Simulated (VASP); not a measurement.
# Na2S (Fm-3m) in VASP: a series of runs

Aim: see how the results for Na2S move with the level of theory and the settings. Levels: PBEsol+D3(BJ), PBE+D3(BJ). Tasks: single point.

Everything below comes from runs of VASP 6.6.1. Logs are shortened: lines on timing, memory, paths and dates and some standing lists are left out, and cuts for length are marked.

## (1) The cell of the first run

It takes space group Fm-3m (No. 225, cubic). Conventional cell: a = 6.294 Å, b = 6.294 Å, c = 6.294 Å, α = 90.00°, β = 90.00°, γ = 90.00°. Na (site symmetry -43m) has 4 S at 2.73 Å and 6 Na at 3.15 Å within 3.6 Å. S (site symmetry m-3m) has 8 Na at 2.73 Å within 3.6 Å.

## (2) Single point, PBEsol+D3(BJ) (20.78 Å³/atom)

INCAR

```
SYSTEM = Na2S
PREC = Accurate
ENCUT = 500
EDIFF = 1E-6
ISMEAR = 0
SIGMA = 0.05
LREAL = .FALSE.
LASPH = .TRUE.
NELM = 120
ALGO = Normal
ISIF = 2
LWAVE = .FALSE.
LCHARG = .FALSE.
GGA = PS
IVDW = 12
NBANDS = 17
GGA_COMPAT = .FALSE.
```

KPOINTS

```
regular mesh
0
G
  6 6 6
  0 0 0
```

POSCAR

```
Na2S
1.0
    0.0000000000      3.1469955996      3.1469955996
    3.1469955996      0.0000000000      3.1469955996
    3.1469955996      3.1469955996      0.0000000000
Na S
2 1
Direct
    0.2500000000      0.2500000000      0.2500000000
    0.7500000000      0.7500000000      0.7500000000
    0.0000000000      0.0000000000      0.0000000000
```

Potentials or basis: VASP PAW PBE potentials, release 64 (Na_pv, S).

On the command line:

```sh
$ cat potpaw_PBE.64/Na_pv/POTCAR potpaw_PBE.64/S/POTCAR > POTCAR
$ mpirun -np 1 vasp_std > vasp.out
```

OUTCAR:

```text
SYSTEM = Na2S
   PREC = Accurate
   ENCUT = 500
   EDIFF = 1E-6
   ISMEAR = 0
   LREAL = .FALSE.
   LASPH = .TRUE.
   NELM = 120
   ISIF = 2
   GGA = PS
   IVDW = 12
 IVDW          = 12

 ion  position               nearest neighbor table
   1  0.250  0.250  0.250-   3 2.73   3 2.73   3 2.73   3 2.73
   2  0.750  0.750  0.750-   3 2.73   3 2.73   3 2.73   3 2.73
   3  0.000  0.000  0.000-   2 2.73   2 2.73   2 2.73   1 2.73   1 2.73   1 2.73   2 2.73   1 2.73

  LATTYP: Found a face centered cubic cell.
 ALAT       =     6.2939911992

  Lattice vectors:

 A1 = (   0.0000000000,   3.1469955996,   3.1469955996)
 A2 = (   3.1469955996,   0.0000000000,   3.1469955996)
 A3 = (   3.1469955996,   3.1469955996,   0.0000000000)

Analysis of symmetry for initial positions (statically):
=====================================================================
 Subroutine PRICEL returns:
 Original cell was already a primitive cell.

 Routine SETGRP: Setting up the symmetry group for a
 face centered cubic supercell.

 Subroutine GETGRP returns: Found 48 space group operations
 (whereof 48 operations were pure point group operations)
 out of a pool of 48 trial point group operations.

The static configuration has the point symmetry O_h .

Analysis of symmetry for dynamics (positions and initial velocities):
=====================================================================
 Subroutine PRICEL returns:
 Original cell was already a primitive cell.

 Routine SETGRP: Setting up the symmetry group for a
 face centered cubic supercell.

 Subroutine GETGRP returns: Found 48 space group operations
 (whereof 48 operations were pure point group operations)
 out of a pool of 48 trial point group operations.

The dynamic configuration has the point symmetry O_h .

 Subroutine INISYM returns: Found 48 space group operations
 (whereof 48 operations are pure point group operations),
 and found     1 'primitive' translations

----------------------------------------------------------------------------------------

                                     Primitive cell

  volume of cell :      62.3331

  direct lattice vectors                    reciprocal lattice vectors
     0.000000000  3.146995600  3.146995600    -0.158881697  0.158881697  0.158881697
     3.146995600  0.000000000  3.146995600     0.158881697 -0.158881697  0.158881697
     3.146995600  3.146995600  0.000000000     0.158881697  0.158881697 -0.158881697

  length of vectors
     4.450523858  4.450523858  4.450523858     0.275191171  0.275191171  0.275191171

  position of ions in fractional coordinates (direct lattice)
     0.250000000  0.250000000  0.250000000
     0.750000000  0.750000000  0.750000000
     0.000000000  0.000000000  0.000000000

  ion indices of the primitive-cell ions
   primitive index   ion index
                 1           1
                 2           2
                 3           3

----------------------------------------------------------------------------------------

 KPOINTS: regular mesh

Automatic generation of k-mesh.
 Grid dimensions read from file:
 generate k-points for:    6    6    6

 Generating k-lattice:

  Cartesian coordinates                     Fractional coordinates (reciprocal lattice)
    -0.026480283  0.026480283  0.026480283     0.166666667  0.000000000  0.000000000
     0.026480283 -0.026480283  0.026480283     0.000000000  0.166666667  0.000000000
     0.026480283  0.026480283 -0.026480283     0.000000000  0.000000000  0.166666667

  Length of vectors
     0.045865195  0.045865195  0.045865195

  Shift w.r.t. Gamma in fractional coordinates (k-lattice)
     0.000000000  0.000000000  0.000000000

 Subroutine IBZKPT returns following result:
 ===========================================

 Found     16 irreducible k-points:

 Following reciprocal coordinates:
            Coordinates               Weight
  0.000000  0.000000  0.000000      1.000000
  0.166667  0.000000  0.000000      8.000000
  0.333333  0.000000  0.000000      8.000000
  0.500000  0.000000  0.000000      4.000000
  0.166667  0.166667  0.000000      6.000000
  0.333333  0.166667  0.000000     24.000000
[... 8 lines left out ...]
 -0.333333  0.333333  0.166667     24.000000
 -0.333333  0.500000  0.166667     12.000000
   k-points           NKPTS =     16   k-points in BZ     NKDIM =     16   number of bands    NBANDS=     17
   number of dos      NEDOS =    301   number of ions     NIONS =      3
   total plane-waves  NPLWV =  32768
   dimension x,y,z NGX =    32 NGY =   32 NGZ =   32
   dimension x,y,z NGXF=    64 NGYF=   64 NGZF=   64
   ions per type =               2   1
   NGX,Y,Z   is equivalent  to a cutoff of  11.95, 11.95, 11.95 a.u.
   NGXF,Y,Z  is equivalent  to a cutoff of  23.91, 23.91, 23.91 a.u.
 SYSTEM =  Na2S
   PREC   = accura    normal or accurate (medium, high low for compatibility)
   ISTART =      0    job   : 0-new  1-cont  2-samecut
   ICHARG =      2    charge: 1-file 2-atom 10-const
[... 29 lines left out ...]
  Thomas-Fermi vector in A             =   2.257407
   LORBIT       =      0    0 simple, 1 ext, 2 COOP (PROOUT), +10 PAW based schemes
   GGA     = PS    functional components
   LHFCALC =     F    Hartree Fock is set to
   AEXX    =    0.0000 exact exchange contribution
   IVDW    =    12    specifies the selected vdW correction
   LEPSILON=     F    determine dielectric tensor
   LRPA    =     F    only Hartree local field effects (RPA)
 non-spin polarized calculation
 Gauss-broadening in eV      SIGMA  =   0.05
  energy-cutoff  :      500.00
  volume of cell :       62.33
 maximum number of plane-waves:      1596
   NGX = 17   NGY = 17   NGZ = 17

 number of electron      20.0000016 magnetization

 Free energy of the ion-electron system (eV)
  ---------------------------------------------------
  ext. energy  EPLUGINS =         0.00000000
  ---------------------------------------------------
  free energy    TOTEN  =       -10.30595553 eV

  energy without entropy =      -10.30595553  energy(sigma->0) =      -10.30595553

 E-fermi :   0.9025     XC(G=0):  -8.4050

 val. band max:        0.6400413441   @ k =   0.0000   0.0000   0.0000
 cond. band min:       3.3928224819   @ k =   0.0000   0.0000   0.0000
 fundamental gap:      2.7527811378
 Fermi energy:         0.9025088705

 k-point     1 :       0.0000    0.0000    0.0000
  band No.  band energies     occupation
      1     -21.2080      2.00000
      2     -21.2080      2.00000
      3     -21.2080      2.00000
      4     -21.1289      2.00000
      5     -21.1289      2.00000
      6     -21.1288      2.00000
[... 9 lines left out ...]
     16      10.1979      0.00000
     17      12.3754      0.00000

 k-point     2 :       0.1667    0.0000    0.0000
  band No.  band energies     occupation
      1     -21.2050      2.00000
      2     -21.2031      2.00000
      3     -21.2031      2.00000
      4     -21.1377      2.00000
      5     -21.1346      2.00000
      6     -21.1346      2.00000
[... 9 lines left out ...]
     16       9.7756      0.00000
     17      11.7147      0.00000

 k-point     3 :       0.3333    0.0000    0.0000
  band No.  band energies     occupation
      1     -21.1962      2.00000
      2     -21.1895      2.00000
      3     -21.1895      2.00000
      4     -21.1580      2.00000
      5     -21.1498      2.00000
      6     -21.1498      2.00000
[... 9 lines left out ...]
     16      10.7854      0.00000
     17      11.6499      0.00000

 k-point     4 :       0.5000    0.0000    0.0000
  band No.  band energies     occupation
      1     -21.1849      2.00000
      2     -21.1750      2.00000
      3     -21.1715      2.00000
      4     -21.1715      2.00000
      5     -21.1686      2.00000
      6     -21.1686      2.00000
[... 9 lines left out ...]
     16      12.4515      0.00000
     17      12.7792      0.00000
[... 183 lines left out ...]
      1     -21.2287      2.00000
      2     -21.2151      2.00000
      3     -21.1953      2.00000
      4     -21.1486      2.00000
      5     -21.1359      2.00000
      6     -21.1179      2.00000
[... 9 lines left out ...]
     16      12.3513      0.00000
     17      13.2576      0.00000

 k-point    15 :      -0.3333    0.3333    0.1667
  band No.  band energies     occupation
      1     -21.2347      2.00000
      2     -21.2255      2.00000
      3     -21.1725      2.00000
      4     -21.1723      2.00000
      5     -21.1212      2.00000
      6     -21.1198      2.00000
[... 9 lines left out ...]
     16      11.8105      0.00000
     17      13.2523      0.00000

 k-point    16 :      -0.3333    0.5000    0.1667
  band No.  band energies     occupation
      1     -21.2468      2.00000
      2     -21.2313      2.00000
      3     -21.1993      2.00000
      4     -21.1450      2.00000
      5     -21.1153      2.00000
      6     -21.1102      2.00000
[... 9 lines left out ...]
     16      12.3989      0.00000
     17      13.3460      0.00000

------------------------ aborting loop because EDIFF is reached ----------------------------------------

 Edisp (eV)   -0.76440

 E8    (eV) :    -0.5135

  FORCE on cell =-STRESS in cart. coord.  units (eV):
  Direction    XX          YY          ZZ          XY          YZ          ZX
  --------------------------------------------------------------------------------------
  -------------------------------------------------------------------------------------
  Total       0.61761     0.61761     0.61761     0.00000     0.00000    -0.00000
  in kB      15.87484    15.87484    15.87484     0.00000     0.00000    -0.00000
  external pressure =       15.87 kB  Pullay stress =        0.00 kB

 VOLUME and BASIS-vectors are now :
 -----------------------------------------------------------------------------
  energy-cutoff  :      500.00
  volume of cell :       62.33
      direct lattice vectors                 reciprocal lattice vectors
     0.000000000  3.146995600  3.146995600    -0.158881697  0.158881697  0.158881697
     3.146995600  0.000000000  3.146995600     0.158881697 -0.158881697  0.158881697
     3.146995600  3.146995600  0.000000000     0.158881697  0.158881697 -0.158881697

 POSITION                                       TOTAL-FORCE (eV/Angst)
 -----------------------------------------------------------------------------------
      1.57350      1.57350      1.57350        -0.000000      0.000000      0.000000
      4.72049      4.72049      4.72049         0.000000     -0.000000      0.000000
      0.00000      0.00000      0.00000        -0.000000     -0.000000     -0.000000
 -----------------------------------------------------------------------------------
    total drift:                               -0.000000     -0.000000      0.000000

  FREE ENERGIE OF THE ION-ELECTRON SYSTEM (eV)
  ---------------------------------------------------
  free  energy   TOTEN  =       -11.0703585220 eV

  energy  without entropy=      -11.0703585220  energy(sigma->0) =      -11.07035852
```

Run time: 9.4 s. Hardware: 1 thread of Intel Xeon Platinum 8375C at 2.90GHz (Ice Lake), shared host; peak memory 0.18 GiB.

What came out:

* Free energy: -11.0704 eV
* Pressure: 1.6 GPa
* Band gap on the k mesh: 2.75 eV
* Dispersion energy per atom: -0.255 eV

Caveat: the PAW data sets were made with another functional, which shifts forces and pressure a little.

## (3) Single point, PBE+D3(BJ) (21.82 Å³/atom)

This run uses another cell than the first one, of 21.82 Å³/atom.

INCAR

```
SYSTEM = Na2S
PREC = Accurate
ENCUT = 500
EDIFF = 1E-6
ISMEAR = 0
SIGMA = 0.05
LREAL = .False.
LASPH = .True.
NELM = 120
ALGO = Normal
ISIF = 2
LWAVE = .False.
LCHARG = .True.
GGA = PE
IVDW = 12
LELF = .True.
LVHAR = .True.
NBANDS = 17
GGA_COMPAT = .False.
```

KPOINTS

```
regular mesh
0
Gamma
  6 6 6
  0 0 0
```

POSCAR

```
Na2S
1.0
    0.0000000000      3.1986742527      3.1986742527
    3.1986742527      0.0000000000      3.1986742527
    3.1986742527      3.1986742527      0.0000000000
Na S
2 1
Direct
    0.2500000000      0.2500000000      0.2500000000
    0.7500000000      0.7500000000      0.7500000000
    0.0000000000      0.0000000000      0.0000000000
```

Potentials or basis: VASP PAW PBE potentials, release 64 (Na_pv, S).

On the command line:

```sh
$ cat potpaw_PBE.64/Na_pv/POTCAR potpaw_PBE.64/S/POTCAR > POTCAR
$ mpirun -np 1 vasp_std > vasp.out
```

It took 15 s on 1 thread of Intel Xeon Platinum 8375C at 2.90GHz (Ice Lake), shared host; peak memory 0.2 GiB.

Results (log left out):

- Free energy: -10.6895 eV
- Pressure: 0.7 GPa
- Band gap on the k mesh: 2.71 eV
- Dispersion energy per atom: -0.252 eV

Levels at points of the mesh, in eV from the valence-band top:
```tsv
k point	band 6	band 7	band 8	band 9	band 10	band 11	band 12	band 13	band 14	band 15
(0.00, 0.00, 0.00)	-22.04	-10.24	0.00	0.00	0.00	2.71	7.97	7.97	7.97	9.51
(0.50, 0.00, 0.00)	-22.07	-9.94	-1.75	-0.13	-0.13	5.07	6.72	7.30	7.30	11.66
(0.50, 0.50, 0.00)	-22.02	-9.85	-1.57	-0.48	-0.48	3.87	6.21	9.01	10.22	10.22
```

## (4) Single point, PBE+D3(BJ) (21.37 Å³/atom)

This run uses another cell than the first one, of 21.37 Å³/atom.

INCAR

```
PREC     = Accurate       # precision mode
ENCUT    = 500            # plane-wave cutoff, eV
EDIFF    = 1E-6           # SCF threshold, eV
ISMEAR   = 0              # smearing method
SIGMA    = 0.05           # smearing width, eV
LREAL    = False          # projectors in reciprocal space
LASPH    = True           # aspherical terms in the spheres
NELM     = 120            # most SCF steps
ALGO     = Normal         # electronic algorithm
ISIF     = 2              # what is computed and relaxed
LWAVE    = False          # write WAVECAR
LCHARG   = True           # write CHGCAR
GGA      = PE             # functional
IVDW     = 12             # dispersion correction
LELF     = True           # ELF
LVHAR    = True         
NBANDS   = 17             # bands
GGA_COMPAT= False
```

KPOINTS

```
regular mesh
0
Gamma
  6 6 6
```

POSCAR

```
Na2S
1.0
    0.0000000000      3.1767648374      3.1767648374
    3.1767648374      0.0000000000      3.1767648374
    3.1767648374      3.1767648374      0.0000000000
Na S
2 1
Direct
    0.2500000000      0.2500000000      0.2500000000
    0.7500000000      0.7500000000      0.7500000000
    0.0000000000      0.0000000000      0.0000000000
```

On the command line:

```sh
$ cat potpaw_PBE.64/Na_pv/POTCAR potpaw_PBE.64/S/POTCAR > POTCAR
$ mpirun -np 1 vasp_std > vasp.out
```

Run time: 15 s. Hardware: 1 thread of Intel Xeon Platinum 8375C at 2.90GHz (Ice Lake), shared host; peak memory 0.2 GiB.

It converged, with:

| Quantity | Value |
| --- | --- |
| Free energy | -10.6803 eV |
| Pressure | 1.4 GPa |
| Band gap on the k mesh | 2.79 eV |
| Dispersion energy per atom | -0.258 eV |

Levels at points of the mesh, in eV from the valence-band top:
```
           k point  band 8  band 9  band 10  band 11  band 12  band 13
(0.00, 0.00, 0.00)    0.00    0.00     0.00     2.79     8.05     8.05
(0.50, 0.00, 0.00)   -1.79   -0.13    -0.13     5.16     6.81     7.34
(0.50, 0.50, 0.00)   -1.60   -0.49    -0.49     3.88     6.27     9.18
```

## (5) Single point, PBEsol+D3(BJ) (21.64 Å³/atom)

This run uses another cell than the first one, of 21.64 Å³/atom.

INCAR

```
SYSTEM = Na2S
ALGO = Normal
EDIFF = 1E-6
ENCUT = 500
GGA = PS
GGA_COMPAT = .FALSE.
ISIF = 2
ISMEAR = 0
IVDW = 12
LASPH = .TRUE.
LCHARG = .TRUE.
LELF = .TRUE.
LREAL = .FALSE.
LVHAR = .TRUE.
LWAVE = .FALSE.
NBANDS = 17
NELM = 120
PREC = Accurate
SIGMA = 0.05
```

KPOINTS

```
k-points
0
G
  6 6 6
  0 0 0
```

POSCAR

```
Na2S
1.0
    0.0000000000      3.1901104860      3.1901104860
    3.1901104860      0.0000000000      3.1901104860
    3.1901104860      3.1901104860      0.0000000000
Na S
2 1
Direct
    0.2500000000      0.2500000000      0.2500000000
    0.7500000000      0.7500000000      0.7500000000
    0.0000000000      0.0000000000      0.0000000000
```

On the command line:

```sh
$ cat potpaw_PBE.64/Na_pv/POTCAR potpaw_PBE.64/S/POTCAR > POTCAR
$ mpirun -np 1 vasp_std > vasp.out
```

It took 15 s on 1 thread of Intel Xeon Platinum 8375C at 2.90GHz (Ice Lake), shared host; peak memory 0.2 GiB.

Results (log left out):

- Free energy: -11.0840 eV
- Pressure: 0.1 GPa
- Band gap on the k mesh: 2.61 eV
- Dispersion energy per atom: -0.244 eV

Levels at points of the mesh, in eV from the valence-band top:
```tsv
k point	band 8	band 9	band 10	band 11	band 12	band 13
(0.00, 0.00, 0.00)	0.00	0.00	0.00	2.61	7.92	7.92
(0.50, 0.00, 0.00)	-1.81	-0.14	-0.14	5.02	6.61	7.22
(0.50, 0.50, 0.00)	-1.61	-0.49	-0.49	3.72	6.17	9.01
```

Caveat: the PAW data sets were made with another functional, which shifts forces and pressure a little.

## (6) Single point, PBEsol+D3(BJ) (21.21 Å³/atom)

This run uses another cell than the first one, of 21.21 Å³/atom.

INCAR

```
SYSTEM = Na2S
  PREC = Accurate
  ENCUT = 500
  EDIFF = 1E-6
  ISMEAR = 0
  SIGMA = 0.05
  LREAL = .False.
  LASPH = .True.
  NELM = 120
  ALGO = Normal
  ISIF = 2
  LWAVE = .False.
  LCHARG = .True.
  GGA = PS
  IVDW = 12
  LELF = .True.
  LVHAR = .True.
  NBANDS = 17
  GGA_COMPAT = .False.
```

KPOINTS

```
regular mesh
0
Gamma
  6 6 6
  0 0 0
```

POSCAR

```
Na2S
1.0
    0.0000000000      3.1686997034      3.1686997034
    3.1686997034      0.0000000000      3.1686997034
    3.1686997034      3.1686997034      0.0000000000
Na S
2 1
Direct
    0.2500000000      0.2500000000      0.2500000000
    0.7500000000      0.7500000000      0.7500000000
    0.0000000000      0.0000000000      0.0000000000
```

Potentials or basis: VASP PAW PBE potentials, release 64 (Na_pv, S).

On the command line:

```sh
$ cat potpaw_PBE.64/Na_pv/POTCAR potpaw_PBE.64/S/POTCAR > POTCAR
$ mpirun -np 1 vasp_std > vasp.out
```

Wall time 15 s (1 thread of Intel Xeon Platinum 8375C at 2.90GHz (Ice Lake), shared host); peak memory 0.2 GiB.

Results (log left out):

| Property | Result |
| --- | --- |
| Free energy | -11.0802 eV |
| Pressure | 0.8 GPa |
| Band gap on the k mesh | 2.68 eV |
| Dispersion energy per atom | -0.249 eV |

Levels at points of the mesh, in eV from the valence-band top:
| k point | band 8 | band 9 | band 10 | band 11 | band 12 | band 13 |
| --- | --- | --- | --- | --- | --- | --- |
| (0.00, 0.00, 0.00) | 0.00 | 0.00 | 0.00 | 2.68 | 7.99 | 7.99 |
| (0.50, 0.00, 0.00) | -1.84 | -0.14 | -0.14 | 5.10 | 6.69 | 7.27 |
| (0.50, 0.50, 0.00) | -1.64 | -0.50 | -0.50 | 3.73 | 6.23 | 9.18 |

Caveat: the PAW data sets were made with another functional, which shifts forces and pressure a little.

## (7) The runs side by side

```tsv
level	cell	gap on the mesh (eV)	pressure (GPa)
PBEsol+D3(BJ)	a = 4.451 Å, angles 60.0°, 3 atoms	2.75	1.6
PBE+D3(BJ)	a = 4.524 Å, angles 60.0°, 3 atoms	2.71	0.7
PBE+D3(BJ)	a = 4.493 Å, angles 60.0°, 3 atoms	2.79	1.4
PBEsol+D3(BJ)	a = 4.511 Å, angles 60.0°, 3 atoms	2.61	0.1
PBEsol+D3(BJ)	a = 4.481 Å, angles 60.0°, 3 atoms	2.68	0.8
```

Alike in all rows: task single point; potentials or basis VASP PAW PBE potentials, release 64 (Na_pv, S); no spin polarisation; k mesh 6 × 6 × 6; cutoff (eV) 500; smearing gaussian 0.05 eV.

Caveats: the PAW data sets were made with another functional, which shifts forces and pressure a little (at least some runs).

Absolute energies hang on the potentials; compare differences alone.
